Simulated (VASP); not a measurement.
# SrO (Imm2) in VASP: notebook

The runs below take SrO through single point, with r2SCAN.

Everything below comes from runs of VASP 6.6.1. Logs are shortened: lines on timing, memory, paths and dates and some standing lists are left out, and cuts for length are marked.

**1. The cell of the first run**

Symmetry: Imm2, No. 44, orthorhombic system. The conventional cell has a = 3.634 Å, b = 5.140 Å, c = 3.634 Å, α = 90.00°, β = 90.00°, γ = 90.00°. Sr (site symmetry mm2) has 6 O at 2.50 to 2.64 Å within 3.3 Å. Within 3.3 Å of O (site symmetry mm2) lie 6 Sr at 2.50 to 2.64 Å.

**2. Single point, r2SCAN**

POSCAR reads:

```
SrO
1.0
    0.0000000000      2.5698000000      2.5698000000
    2.5698000000      0.0000000000      2.5698000000
    2.5698000000      2.5698000000      0.0000000000
Sr O
1 1
Direct
    0.0000000000      0.0000000000      0.0000000000
    0.5275160239      0.5000000000      0.5000000000
```

INCAR.step1 reads:

```
SYSTEM = SrO
ALGO     = Normal         ! electronic algorithm
EDIFF    = 1E-4           ! SCF threshold, eV
ENCUT    = 520            ! plane-wave cutoff, eV
GGA      = PE             ! functional
ISMEAR   = 0              ! smearing method
LASPH    = .TRUE.         ! aspherical terms in the spheres
LCHARG   = .FALSE.        ! write CHGCAR
LREAL    = .FALSE.        ! projectors in reciprocal space
LWAVE    = .TRUE.         ! write WAVECAR
NBANDS   = 15             ! bands
NELM     = 100            ! most SCF steps
PREC     = Accurate       ! precision mode
SIGMA    = 0.05           ! smearing width, eV
```

INCAR.step2 reads:

```
SYSTEM = SrO
ALGO     = Normal         ! electronic algorithm
EDIFF    = 1E-7           ! SCF threshold, eV
ENCUT    = 520            ! plane-wave cutoff, eV
ISIF     = 2              ! what is computed and relaxed
ISMEAR   = 0              ! smearing method
ISTART   = 1            
LASPH    = .TRUE.         ! aspherical terms in the spheres
LCHARG   = .TRUE.         ! write CHGCAR
LELF     = .TRUE.         ! ELF
LMIXTAU  = .TRUE.       
LREAL    = .FALSE.        ! projectors in reciprocal space
LVHAR    = .TRUE.       
LWAVE    = .FALSE.        ! write WAVECAR
METAGGA  = R2SCAN         ! meta-GGA
NBANDS   = 15             ! bands
NELM     = 100            ! most SCF steps
PREC     = Accurate       ! precision mode
SIGMA    = 0.05           ! smearing width, eV
```

KPOINTS reads:

```
k-points
0
G
  8 8 8
  0 0 0
```

Potentials or basis: VASP PAW PBE potentials, release 64 (Sr_sv, O).

Run with:

```sh
cat potpaw_PBE.64/Sr_sv/POTCAR potpaw_PBE.64/O/POTCAR > POTCAR
cp INCAR.step1 INCAR
mpirun -np 1 vasp_std > vasp.out
cp INCAR.step2 INCAR
mpirun -np 1 vasp_std > vasp.out
```

OUTCAR:

```text
SYSTEM = SrO
   EDIFF = 1E-7
   ENCUT = 520
   ISIF = 2
   ISMEAR = 0
   ISTART = 1
   LASPH = .TRUE.
   LREAL = .FALSE.
   METAGGA = R2SCAN
   NELM = 100
   PREC = Accurate

 ion  position               nearest neighbor table
   1  0.000  0.000  0.000-   2 2.50   2 2.50   2 2.57   2 2.57   2 2.64   2 2.64
   2  0.528  0.500  0.500-   1 2.50   1 2.50   1 2.57   1 2.57   1 2.64   1 2.64

  LATTYP: Found a face centered cubic cell.
 ALAT       =     5.1396000000

  Lattice vectors:

 A1 = (   0.0000000000,   2.5698000000,   2.5698000000)
 A2 = (   2.5698000000,   0.0000000000,   2.5698000000)
 A3 = (   2.5698000000,   2.5698000000,   0.0000000000)

Analysis of symmetry for initial positions (statically):
=====================================================================
 Subroutine PRICEL returns:
 Original cell was already a primitive cell.

 Routine SETGRP: Setting up the symmetry group for a
 face centered cubic supercell.

 Subroutine GETGRP returns: Found  4 space group operations
 (whereof  4 operations were pure point group operations)
 out of a pool of 48 trial point group operations.

The static configuration has the point symmetry C_2v.

Analysis of symmetry for dynamics (positions and initial velocities):
=====================================================================
 Subroutine PRICEL returns:
 Original cell was already a primitive cell.

 Routine SETGRP: Setting up the symmetry group for a
 face centered cubic supercell.

 Subroutine GETGRP returns: Found  4 space group operations
 (whereof  4 operations were pure point group operations)
 out of a pool of 48 trial point group operations.

The dynamic configuration has the point symmetry C_2v.

 Subroutine INISYM returns: Found  4 space group operations
 (whereof  4 operations are pure point group operations),
 and found     1 'primitive' translations

----------------------------------------------------------------------------------------

                                     Primitive cell

  volume of cell :      33.9413

  direct lattice vectors                    reciprocal lattice vectors
     0.000000000  2.569800000  2.569800000    -0.194567671  0.194567671  0.194567671
     2.569800000  0.000000000  2.569800000     0.194567671 -0.194567671  0.194567671
     2.569800000  2.569800000  0.000000000     0.194567671  0.194567671 -0.194567671

  length of vectors
     3.634246013  3.634246013  3.634246013     0.337001091  0.337001091  0.337001091

  position of ions in fractional coordinates (direct lattice)
     0.000000000  0.000000000  0.000000000
     0.527516024  0.500000000  0.500000000

  ion indices of the primitive-cell ions
   primitive index   ion index
                 1           1
                 2           2

----------------------------------------------------------------------------------------

 KPOINTS: k-points

Automatic generation of k-mesh.
 Grid dimensions read from file:
 generate k-points for:    8    8    8

 Generating k-lattice:

  Cartesian coordinates                     Fractional coordinates (reciprocal lattice)
    -0.024320959  0.024320959  0.024320959     0.125000000  0.000000000  0.000000000
     0.024320959 -0.024320959  0.024320959     0.000000000  0.125000000  0.000000000
     0.024320959  0.024320959 -0.024320959     0.000000000  0.000000000  0.125000000

  Length of vectors
     0.042125136  0.042125136  0.042125136

  Shift w.r.t. Gamma in fractional coordinates (k-lattice)
     0.000000000  0.000000000  0.000000000

 Subroutine IBZKPT returns following result:
 ===========================================

 Found     95 irreducible k-points:

 Following reciprocal coordinates:
            Coordinates               Weight
  0.000000  0.000000  0.000000      1.000000
  0.125000  0.000000  0.000000      4.000000
  0.000000  0.125000  0.000000      4.000000
  0.250000  0.000000  0.000000      4.000000
  0.000000  0.250000  0.000000      4.000000
  0.375000  0.000000  0.000000      4.000000
[... 16 lines left out ...]
  0.375000 -0.125000 -0.125000      4.000000
 -0.375000  0.125000  0.000000      8.000000
 [... further k-points ...]
   k-points           NKPTS =     95   k-points in BZ     NKDIM =     95   number of bands    NBANDS=     15
   number of dos      NEDOS =    301   number of ions     NIONS =      2
   total plane-waves  NPLWV =  21952
   dimension x,y,z NGX =    28 NGY =   28 NGZ =   28
   dimension x,y,z NGXF=    56 NGYF=   56 NGZF=   56
   ions per type =               1   1
   NGX,Y,Z   is equivalent  to a cutoff of  12.81, 12.81, 12.81 a.u.
   NGXF,Y,Z  is equivalent  to a cutoff of  25.62, 25.62, 25.62 a.u.
 SYSTEM =  SrO
   PREC   = accura    normal or accurate (medium, high low for compatibility)
   ISTART =      1    job   : 0-new  1-cont  2-samecut
   ICHARG =      0    charge: 1-file 2-atom 10-const
   ISPIN  =      1    spin polarized calculation?
   LNONCOLLINEAR =      F non collinear calculations
   LSORBIT =      F    spin-orbit coupling
   LASPH  =      T    aspherical Exc in radial PAW
   ENCUT  =  520.0 eV  38.22 Ry    6.18 a.u.   6.76  6.76  6.76*2*pi/ulx,y,z
   NELM   =    100;   NELMIN=  2; NELMDL=  0     # of ELM steps
   EDIFF  = 0.1E-06   stopping-criterion for ELM
   LREAL  =      F    real-space projection
   EDIFFG = 0.1E-05   stopping-criterion for IOM
   NSW    =      0    number of steps for IOM
   IBRION =     -1    ionic relax: 0-MD 1-quasi-New 2-CG
   NFREE  =      0    steps in history (QN), initial steepest desc. (CG)
   ISIF   =      2    stress and relaxation
   ISYM   =      2    0-nonsym 1-usesym 2-fastsym
   POTIM  = 0.5000    time-step for ionic-motion
   TEBEG  =    0.0;   TEEND  =   0.0 temperature during run
   PSTRESS=    0.0 pullay stress
   NELECT =      16.0000    total number of electrons
   NUPDOWN=      -1.0000    fix difference up-down
   EMIN   =  10.00;   EMAX   =-10.00  energy-range for DOS
   EFERMI =   0.00;   METHOD = LEGACY
   ISMEAR =     0;   SIGMA  =   0.05  broadening in eV -4-tet -1-fermi 0-gaus
   EFERMI_NEDOS =   21; number of points for ismear=-14 and -15
   IALGO  =     38    algorithm
   IMIX   =      4    mixing-type and parameters
     AMIX     =   0.40;   BMIX     =  1.00
     AMIX_MAG =   1.60;   BMIX_MAG =  1.00
  volume/ion in A,a.u.               =      16.97       114.52
  Fermi-wavevector in a.u.,A,eV,Ry     =   1.274106  2.407711 22.086959  1.623346
  Thomas-Fermi vector in A             =   2.406892
   LORBIT       =      0    0 simple, 1 ext, 2 COOP (PROOUT), +10 PAW based schemes
   METAGGA = R2SCAN    functional components
   LHFCALC =     F    Hartree Fock is set to
   AEXX    =    0.0000 exact exchange contribution
   IVDW    =     0    specifies the selected vdW correction
   LEPSILON=     F    determine dielectric tensor
   LRPA    =     F    only Hartree local field effects (RPA)
 non-spin polarized calculation
 Gauss-broadening in eV      SIGMA  =   0.05
  energy-cutoff  :      520.00
  volume of cell :       33.94
 maximum number of plane-waves:       941
   NGX = 13   NGY = 13   NGZ = 13

 number of electron      16.0000000 magnetization

 Free energy of the ion-electron system (eV)
  ---------------------------------------------------
  ext. energy  EPLUGINS =         0.00000000
  ---------------------------------------------------
  free energy    TOTEN  =       -27.03960580 eV

  energy without entropy =      -27.03960580  energy(sigma->0) =      -27.03960580

 E-fermi :   1.5341     XC(G=0): -10.5909

 val. band max:        1.3244540711   @ k =   0.0000   0.0000   0.0000
 cond. band min:       5.1309804458   @ k =   0.5000   0.5000   0.0000
 fundamental gap:      3.8065263748
 Fermi energy:         1.5341202434

 k-point     1 :       0.0000    0.0000    0.0000
  band No.  band energies     occupation
      1     -32.1111      2.00000
      2     -14.7081      2.00000
      3     -13.1331      2.00000
      4     -13.1331      2.00000
      5     -13.1142      2.00000
      6       1.3172      2.00000
      7       1.3178      2.00000
      8       1.3245      2.00000
      9       6.0094      0.00000
     10       8.1308      0.00000
     11       8.1731      0.00000
     12       8.1757      0.00000
     13      10.4721      0.00000
     14      10.5024      0.00000
     15      14.6458      0.00000

 k-point     2 :       0.1250    0.0000    0.0000
  band No.  band energies     occupation
      1     -32.0908      2.00000
      2     -14.9898      2.00000
      3     -13.1478      2.00000
      4     -13.1447      2.00000
      5     -12.8795      2.00000
      6       0.8895      2.00000
      7       1.1335      2.00000
      8       1.1391      2.00000
      9       6.6859      0.00000
     10       8.0027      0.00000
     11       8.4411      0.00000
     12       8.4827      0.00000
     13      10.8904      0.00000
     14      10.9150      0.00000
     15      15.6720      0.00000

 k-point     3 :       0.0000    0.1250    0.0000
  band No.  band energies     occupation
      1     -32.0907      2.00000
      2     -14.9930      2.00000
      3     -13.1539      2.00000
      4     -13.1449      2.00000
      5     -12.8700      2.00000
      6       0.8775      2.00000
      7       1.1328      2.00000
      8       1.1606      2.00000
      9       6.6900      0.00000
     10       7.9546      0.00000
     11       8.4562      0.00000
     12       8.4856      0.00000
     13      10.8934      0.00000
     14      10.9298      0.00000
     15      15.6679      0.00000
[... 343 lines left out ...]
 k-point    23 :       0.3750   -0.1250   -0.1250
  band No.  band energies     occupation
      1     -31.9643      2.00000
      2     -15.9242      2.00000
      3     -13.3220      2.00000
      4     -13.2541      2.00000
      5     -12.2749      2.00000
      6      -0.5040      2.00000
      7       0.3213      2.00000
      8       0.3560      2.00000
      9       8.2440      0.00000
     10       9.4645      0.00000
     11      11.0571      0.00000
     12      11.4265      0.00000
     13      13.8050      0.00000
     14      14.0627      0.00000
     15      16.5449      0.00000

 k-point    24 :      -0.3750    0.1250    0.0000
  band No.  band energies     occupation
      1     -31.9711      2.00000
      2     -15.8946      2.00000
      3     -13.3611      2.00000
      4     -13.2136      2.00000
      5     -12.2574      2.00000
      6      -0.5078      2.00000
      7       0.2618      2.00000
      8       0.5101      2.00000
      9       8.2863      0.00000
     10       9.3970      0.00000
     11      10.5448      0.00000
     12      11.2186      0.00000
     13      13.6066      0.00000
     14      13.9848      0.00000
     15      16.7255      0.00000

 [... further k-points ...]

------------------------ aborting loop because EDIFF is reached ----------------------------------------

  FORCE on cell =-STRESS in cart. coord.  units (eV):
  Direction    XX          YY          ZZ          XY          YZ          ZX
  --------------------------------------------------------------------------------------
  -------------------------------------------------------------------------------------
  Total        0.3311779      0.4617595      0.4617595      0.0000000     -0.0202996      0.0000000
  in kB       15.6330597     21.7970852     21.7970852      0.0000000     -0.9582284      0.0000000
  external PRESSURE =      19.7424100 kB  Pullay stress =       0.0000000 kB

 VOLUME and BASIS-vectors are now :
 -----------------------------------------------------------------------------
  energy-cutoff  :      520.00
  volume of cell :       33.94
      direct lattice vectors                 reciprocal lattice vectors
     0.000000000  2.569800000  2.569800000    -0.194567671  0.194567671  0.194567671
     2.569800000  0.000000000  2.569800000     0.194567671 -0.194567671  0.194567671
     2.569800000  2.569800000  0.000000000     0.194567671  0.194567671 -0.194567671

 POSITION                                       TOTAL-FORCE (eV/Angst)
 -----------------------------------------------------------------------------------
      0.00000      0.00000      0.00000         0.000000      0.187201      0.187201
      2.56980      2.64051      2.64051         0.000000     -0.187201     -0.187201
 -----------------------------------------------------------------------------------
    total drift:                               -0.000000     -0.002469     -0.002469

  FREE ENERGIE OF THE ION-ELECTRON SYSTEM (eV)
  ---------------------------------------------------
  free  energy   TOTEN  =       -27.0396058034 eV

  energy  without entropy=      -27.0396058034  energy(sigma->0) =      -27.03960580
```

Run time: 2.3 min. Hardware: 1 thread of AMD EPYC 9R45 (Zen 5), shared host; peak memory 0.17 GiB.

What came out:

```
Free energy            : -27.0396 eV
Pressure               : 2.0 GPa
Largest force          : 0.265 eV/Å
Band gap on the k mesh : 3.81 eV, indirect (least direct gap 3.87 eV)
```

Forces in eV/Å, atoms in the order of the input:
```
Sr   0.000  0.187  0.187
O    0.000 -0.187 -0.187
```

Levels at points of the mesh, in eV from the valence-band top:
```
           k point  band 5  band 6  band 7  band 8  band 9  band 10  band 11  band 12
(0.00, 0.00, 0.00)  -14.44   -0.01   -0.01    0.00    4.68     6.81     6.85     6.85
(0.50, 0.00, 0.00)  -13.44   -2.10   -1.12   -1.11    7.13     9.08     9.51     9.59
(0.00, 0.50, 0.00)  -13.43   -2.09   -1.11   -1.09    7.13     8.95     9.50     9.63
(0.50, 0.50, 0.00)  -14.79   -0.40   -0.10   -0.07    3.81     8.52    10.97    11.12
(0.00, 0.50, 0.50)  -14.77   -0.41   -0.12   -0.07    3.85     8.53    10.97    11.16
```

Caveat: the cell differs from its parent crystal (all O atoms moved -0.100 Å, as atom 2 towards its neighbour atom 2 (O) at 3.634 Å); the PAW data sets were made with another functional, which shifts forces and pressure a little. A k mesh can miss the band edges.

**3. Single point, r2SCAN**

POSCAR: that of step 2 with these lines changed.

```diff
@@ -9,2 +9,2 @@
     0.0000000000      0.0000000000      0.0000000000
-    0.5275160239      0.5000000000      0.5000000000
+    0.4862419881      0.5000000000      0.5000000000
```

INCAR.step1 reads:

```
SYSTEM = SrO
PREC     = Accurate       ! precision mode
ENCUT    = 520            ! plane-wave cutoff, eV
ISMEAR   = 0              ! smearing method
SIGMA    = 0.05           ! smearing width, eV
LREAL    = .False.        ! projectors in reciprocal space
LASPH    = .True.         ! aspherical terms in the spheres
NELM     = 60             ! most SCF steps
NBANDS   = 15             ! bands
GGA      = PE             ! functional
ALGO     = Normal         ! electronic algorithm
EDIFF    = 1E-4           ! SCF threshold, eV
LWAVE    = .True.         ! write WAVECAR
LCHARG   = .False.        ! write CHGCAR
```

INCAR.step2 reads:

```
SYSTEM = SrO
PREC     = Accurate       ! precision mode
ENCUT    = 520            ! plane-wave cutoff, eV
EDIFF    = 1E-6           ! SCF threshold, eV
ISMEAR   = 0              ! smearing method
SIGMA    = 0.05           ! smearing width, eV
LREAL    = .False.        ! projectors in reciprocal space
LASPH    = .True.         ! aspherical terms in the spheres
NELM     = 60             ! most SCF steps
ALGO     = Normal         ! electronic algorithm
ISIF     = 2              ! what is computed and relaxed
LWAVE    = .False.        ! write WAVECAR
LCHARG   = .True.         ! write CHGCAR
METAGGA  = R2SCAN         ! meta-GGA
LMIXTAU  = .True.       
LELF     = .True.         ! ELF
LVHAR    = .True.       
NBANDS   = 15             ! bands
ISTART   = 1
```

KPOINTS reads:

```
Automatic mesh
0
Gamma
  8 8 8
  0 0 0
```

Potentials or basis: VASP PAW PBE potentials, release 64 (Sr_sv, O).

Run with:

```sh
cat potpaw_PBE.64/Sr_sv/POTCAR potpaw_PBE.64/O/POTCAR > POTCAR
cp INCAR.step1 INCAR
mpirun -np 1 vasp_std > vasp.out
cp INCAR.step2 INCAR
mpirun -np 1 vasp_std > vasp.out
```

Wall time 2.1 min (1 thread of AMD EPYC 9R45 (Zen 5), shared host); peak memory 0.17 GiB.

It converged, with:

* Free energy: -27.0495 eV
* Pressure: 1.8 GPa
* Largest force: 0.130 eV/Å
* Band gap on the k mesh: 3.76 eV, indirect (least direct gap 3.84 eV)

Forces on the atoms (eV/Å):
```
Sr   0.000 -0.092 -0.092
O    0.000  0.092  0.092
```

Stress tensor (GPa, compression positive):
```
 1.66  0.00  0.00
 0.00  1.81 -0.02
 0.00 -0.02  1.81
```

Levels at points of the mesh, in eV from the valence-band top:
| k point | band 6 | band 7 | band 8 | band 9 | band 10 | band 11 |
| --- | --- | --- | --- | --- | --- | --- |
| (0.00, 0.00, 0.00) | 0.00 | 0.00 | 0.00 | 4.67 | 6.79 | 6.80 |
| (0.50, 0.00, 0.00) | -2.11 | -1.13 | -1.13 | 7.12 | 9.09 | 9.50 |
| (0.00, 0.50, 0.00) | -2.11 | -1.13 | -1.12 | 7.12 | 9.05 | 9.49 |
| (0.50, 0.50, 0.00) | -0.42 | -0.09 | -0.08 | 3.76 | 8.53 | 10.94 |
| (0.00, 0.50, 0.50) | -0.42 | -0.09 | -0.08 | 3.77 | 8.53 | 10.94 |

Caveat: the cell differs from its parent crystal (all O atoms moved +0.050 Å, as atom 2 towards its neighbour atom 2 (O) at 3.634 Å); the PAW data sets were made with another functional, which shifts forces and pressure a little.
